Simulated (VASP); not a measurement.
# TaN (P6/mmm) in VASP: single point with PBEsol

Aim: the single point of TaN with PBEsol.

Program: VASP 6.6.1. These are calculated values, not measurements. Logs are shortened: lines on timing, memory, paths and dates and some standing lists are left out, and cuts for length are marked.

### 1 The cell of the first run

It takes space group P6/mmm (No. 191, hexagonal). Conventional cell: a = 5.075 Å, b = 5.075 Å, c = 3.095 Å, α = 90.00°, β = 90.00°, γ = 120.00°. Within 3.4 Å of Ta (site symmetry 6/mmm) lie 6 N at 2.54 Å and 14 Ta at 3.10 to 3.31 Å. Ta (site symmetry -6m2) has 6 N at 2.13 Å within 2.8 Å. Within 2.8 Å of N (site symmetry mmm) lie 6 Ta at 2.13 to 2.54 Å and 4 N at 2.54 Å.

### 2 Single point, PBEsol

Contents of INCAR:

```
ALGO     = Normal         # electronic algorithm
EDIFF    = 1E-6           # SCF threshold, eV
ENCUT    = 520            # plane-wave cutoff, eV
GGA      = PS             # functional
ISIF     = 2              # what is computed and relaxed
ISMEAR   = -5             # smearing method
LASPH    = True           # aspherical terms in the spheres
LCHARG   = False          # write CHGCAR
LREAL    = False          # projectors in reciprocal space
LWAVE    = False          # write WAVECAR
NBANDS   = 33             # bands
NELM     = 80             # most SCF steps
PREC     = Accurate       # precision mode
SIGMA    = 0.15           # smearing width, eV
```

Contents of KPOINTS:

```
k-points
0
Gamma
  12 12 18
```

Contents of POSCAR:

```
TaN
1.0
    5.0754481979      0.0000000000      0.0000000000
   -2.5377240990      4.3954670750      0.0000000000
    0.0000000000      0.0000000000      3.0953369529
Ta N
3 3
Direct
    0.0000000000      0.0000000000      0.0000000000
    0.3333333333      0.6666666667      0.5000000000
    0.6666666667      0.3333333333      0.5000000000
    0.5000000000      0.0000000000      0.0000000000
    0.5000000000      0.5000000000      0.0000000000
    0.0000000000      0.5000000000      0.0000000000
```

Potentials or basis: VASP PAW PBE potentials, release 64 (Ta_pv, N).

Run with:

```sh
$ cat potpaw_PBE.64/Ta_pv/POTCAR potpaw_PBE.64/N/POTCAR > POTCAR
$ mpirun -np 1 vasp_std > vasp.out
```

OUTCAR:

```text
EDIFF = 1E-6
   ENCUT = 520
   GGA = PS
   ISIF = 2
   ISMEAR = -5
   LASPH = True
   LREAL = False
   NELM = 80
   PREC = Accurate

 ion  position               nearest neighbor table
   1  0.000  0.000  0.000-   5 2.54   5 2.54   4 2.54   4 2.54   6 2.54   6 2.54   3 3.31   3 3.31
                             2 3.31   2 3.31   2 3.31   3 3.31   2 3.31   3 3.31   2 3.31   3 3.31
   2  0.333  0.667  0.500-   6 2.13   6 2.13   4 2.13   4 2.13   5 2.13   5 2.13   3 2.93   3 2.93
                             3 2.93   1 3.31   1 3.31   1 3.31   1 3.31   1 3.31   1 3.31
   3  0.667  0.333  0.500-   6 2.13   6 2.13   4 2.13   4 2.13   5 2.13   5 2.13   2 2.93   2 2.93
                             2 2.93   1 3.31   1 3.31   1 3.31   1 3.31   1 3.31   1 3.31
   4  0.500  0.000  0.000-   2 2.13   3 2.13   2 2.13   3 2.13   1 2.54   1 2.54
   5  0.500  0.500  0.000-   2 2.13   3 2.13   2 2.13   3 2.13   1 2.54   1 2.54
   6  0.000  0.500  0.000-   2 2.13   3 2.13   2 2.13   3 2.13   1 2.54   1 2.54

  LATTYP: Found a hexagonal cell.
 ALAT       =     5.0754481979
 C/A-ratio  =     0.6098647513

  Lattice vectors:

 A1 = (   5.0754481979,   0.0000000000,   0.0000000000)
 A2 = (  -2.5377240990,   4.3954670750,   0.0000000000)
 A3 = (   0.0000000000,   0.0000000000,   3.0953369529)

Analysis of symmetry for initial positions (statically):
=====================================================================
 Subroutine PRICEL returns:
 Original cell was already a primitive cell.

 Routine SETGRP: Setting up the symmetry group for a
 hexagonal supercell.

 Subroutine GETGRP returns: Found 24 space group operations
 (whereof 24 operations were pure point group operations)
 out of a pool of 24 trial point group operations.

The static configuration has the point symmetry D_6h.

Analysis of symmetry for dynamics (positions and initial velocities):
=====================================================================
 Subroutine PRICEL returns:
 Original cell was already a primitive cell.

 Routine SETGRP: Setting up the symmetry group for a
 hexagonal supercell.

 Subroutine GETGRP returns: Found 24 space group operations
 (whereof 24 operations were pure point group operations)
 out of a pool of 24 trial point group operations.

The dynamic configuration has the point symmetry D_6h.

 Subroutine INISYM returns: Found 24 space group operations
 (whereof 24 operations are pure point group operations),
 and found     1 'primitive' translations

----------------------------------------------------------------------------------------

                                     Primitive cell

[... 102 lines left out ...]
   EDIFFG = 0.1E-04   stopping-criterion for IOM
   NSW    =      0    number of steps for IOM
   IBRION =     -1    ionic relax: 0-MD 1-quasi-New 2-CG
   NFREE  =      0    steps in history (QN), initial steepest desc. (CG)
   ISIF   =      2    stress and relaxation
   ISYM   =      2    0-nonsym 1-usesym 2-fastsym
   POTIM  = 0.5000    time-step for ionic-motion
   TEBEG  =    0.0;   TEEND  =   0.0 temperature during run
   PSTRESS=    0.0 pullay stress
   NELECT =      48.0000    total number of electrons
   NUPDOWN=      -1.0000    fix difference up-down
   EMIN   =  10.00;   EMAX   =-10.00  energy-range for DOS
   EFERMI =   0.00;   METHOD = LEGACY
   ISMEAR =    -5;   SIGMA  =   0.15  broadening in eV -4-tet -1-fermi 0-gaus
   EFERMI_NEDOS =   21; number of points for ismear=-14 and -15
   IALGO  =     38    algorithm
   IMIX   =      4    mixing-type and parameters
     AMIX     =   0.40;   BMIX     =  1.00
     AMIX_MAG =   1.60;   BMIX_MAG =  1.00
  volume/ion in A,a.u.               =      11.51        77.67
  Fermi-wavevector in a.u.,A,eV,Ry     =   1.450194  2.740469 28.613907  2.103063
  Thomas-Fermi vector in A             =   2.567834
   LORBIT       =      0    0 simple, 1 ext, 2 COOP (PROOUT), +10 PAW based schemes
   GGA     = PS    functional components
   LHFCALC =     F    Hartree Fock is set to
   AEXX    =    0.0000 exact exchange contribution
   IVDW    =     0    specifies the selected vdW correction
   LEPSILON=     F    determine dielectric tensor
   LRPA    =     F    only Hartree local field effects (RPA)
 non-spin polarized calculation
 Fermi weights with tetrahedron method with Bloechl corrections
  energy-cutoff  :      520.00
  volume of cell :       69.05
 maximum number of plane-waves:      1890
 NGX is ok and might be reduce to    40
   NGX = 19   NGY = 19   NGZ = 11

 number of electron      48.0000002 magnetization

 Free energy of the ion-electron system (eV)
  ---------------------------------------------------
  ext. energy  EPLUGINS =         0.00000000
  ---------------------------------------------------
  free energy    TOTEN  =       -68.23970859 eV

  energy without entropy =      -68.23970859  energy(sigma->0) =      -68.23970859

 E-fermi :   7.7773     XC(G=0): -13.1278

 val. band max:        7.8056650949   @ k =   0.3333   0.0000   0.0556
 cond. band min:       7.6987831644   @ k =   0.2500   0.0000   0.1667
 fundamental gap:     -0.1068819305
 Fermi energy:         7.7772589481

 k-point     1 :       0.0000    0.0000    0.0000
  band No.  band energies     occupation
      1     -28.2958      2.00000
      2     -28.2958      2.00000
      3     -27.9758      2.00000
      4     -27.9758      2.00000
      5     -27.8215      2.00000
      6     -27.6749      2.00000
[... 853 lines left out ...]
     32      11.1610      0.00000
     33      11.3079      0.00000

 [... further k-points ...]
[... 5 lines left out ...]
  --------------------------------------------------------------------------------------
  -------------------------------------------------------------------------------------
  Total        0.6863979      0.6863979    -13.1430927     -0.0000000     -0.0000000      0.0000000
  in kB       15.9257221     15.9257221   -304.9444902     -0.0000000     -0.0000000      0.0000000
  external PRESSURE =     -91.0310153 kB  Pullay stress =       0.0000000 kB

 VOLUME and BASIS-vectors are now :
 -----------------------------------------------------------------------------
  energy-cutoff  :      520.00
  volume of cell :       69.05
      direct lattice vectors                 reciprocal lattice vectors
     5.075448198  0.000000000  0.000000000     0.197026935  0.113753554  0.000000000
    -2.537724099  4.395467075  0.000000000     0.000000000  0.227507107  0.000000000
     0.000000000  0.000000000  3.095336953     0.000000000  0.000000000  0.323066605

 POSITION                                       TOTAL-FORCE (eV/Angst)
 -----------------------------------------------------------------------------------
      0.00000      0.00000      0.00000         0.000000      0.000000      0.000000
     -0.00000      2.93031      1.54767        -0.000000     -0.000000      0.000000
      2.53772      1.46516      1.54767         0.000000      0.000000     -0.000000
      2.53772      0.00000      0.00000         0.000000      0.000000      0.000000
      1.26886      2.19773      0.00000         0.000000      0.000000      0.000000
     -1.26886      2.19773      0.00000         0.000000      0.000000      0.000000
 -----------------------------------------------------------------------------------
    total drift:                               -0.000000      0.000000     -0.000000

  FREE ENERGIE OF THE ION-ELECTRON SYSTEM (eV)
  ---------------------------------------------------
  free  energy   TOTEN  =       -68.2397085889 eV

  energy  without entropy=      -68.2397085889  energy(sigma->0) =      -68.23970859
```

OSZICAR:

```text
N       E                     dE             d eps       ncg     rms          rms(c)
DAV:   1     0.437653798535E+03    0.43765E+03   -0.25956E+04 12548   0.152E+03
DAV:   2    -0.490853011654E+02   -0.48674E+03   -0.46315E+03 14415   0.445E+02
DAV:   3    -0.782122670461E+02   -0.29127E+02   -0.28454E+02 15546   0.104E+02
DAV:   4    -0.788240610331E+02   -0.61179E+00   -0.60687E+00 15671   0.144E+01
DAV:   5    -0.788392402881E+02   -0.15179E-01   -0.15200E-01 16205   0.178E+00    0.423E+01
DAV:   6    -0.690457445504E+02    0.97935E+01   -0.49324E+01 16234   0.382E+01    0.183E+01
DAV:   7    -0.684806929446E+02    0.56505E+00   -0.41284E+00 16145   0.132E+01    0.110E+01
DAV:   8    -0.682920876985E+02    0.18861E+00   -0.77811E-01 16112   0.552E+00    0.402E+00
DAV:   9    -0.682411325411E+02    0.50955E-01   -0.12551E-01 15833   0.344E+00    0.448E-01
DAV:  10    -0.682398525765E+02    0.12800E-02   -0.12523E-02 16317   0.681E-01    0.213E-01
DAV:  11    -0.682397252263E+02    0.12735E-03   -0.97569E-04 15510   0.261E-01    0.393E-02
DAV:  12    -0.682397062039E+02    0.19022E-04   -0.94288E-05 16401   0.809E-02    0.211E-02
DAV:  13    -0.682397084213E+02   -0.22174E-05   -0.73763E-06 15680   0.238E-02    0.270E-03
DAV:  14    -0.682397085889E+02   -0.16759E-06   -0.33768E-07  8517   0.459E-03
   1 F= -.68239709E+02 E0= -.68239709E+02  d E =0.000000E+00
```

It took 6.2 min on 1 thread of Intel Xeon 8259CL, shared host; peak memory 0.44 GiB.

What came out:

```yaml
Free_energy: -68.2397 eV
Pressure: -9.1 GPa
Band_gap_on_the_k_mesh: zero (bands 24 and 25 overlap by 1.31 eV)
```

Caveat: the cell stands under tension; the PAW data sets were made with another functional, which shifts forces and pressure a little; spin-orbit coupling is left out, which moves the levels of the heavy elements; tetrahedron occupations give inexact forces and stress in metals.
